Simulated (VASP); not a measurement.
Runs of VASP 6.6.1 on C. The structure is that of space group Fm-3m (No. 225), or close to it. The cells are those of the table. 

| cell | k mesh | gap on the mesh (eV) | pressure (GPa) |
| --- | --- | --- | --- |
| a = 2.195 Å, angles 60.0°, 1 atom | 19 × 19 × 19 | none | -0.2 |
| a = 2.166 Å, angles 60.0°, 1 atom | 19 × 19 × 19 | none | 6.1 |
| a = 2.253 Å, angles 60.0°, 1 atom | 19 × 19 × 19 | none | -9.7 |
| a = 2.104 Å, angles 60.0°, 1 atom | 19 × 19 × 19 | none | (b) |
| a = 2.224 Å, angles 60.0°, 1 atom | 19 × 19 × 19 | none | -5.4 |
| a = 2.195 Å, angles 60.0°, 1 atom | 28 × 28 × 28 | none | -0.1 |
| a = 2.280 Å, angles 60.0°, 1 atom | 19 × 19 × 19 | none | (a) |
| a = 2.135 Å, angles 60.0°, 1 atom | 19 × 19 × 19 | none | 13.8 |

Alike in all rows: task single point; level RPBE; potentials or basis VASP PAW PBE potentials, release 64 (C); no spin polarisation; cutoff (eV) 520; smearing fermi-dirac 0.1 eV.

Estimate the missing entries.

(a) -13.2; (b) 23.1.

Caveats: the PAW data sets were made with another functional, which shifts forces and pressure a little.

A gap of «none» marks levels without a gap at the run's occupations.
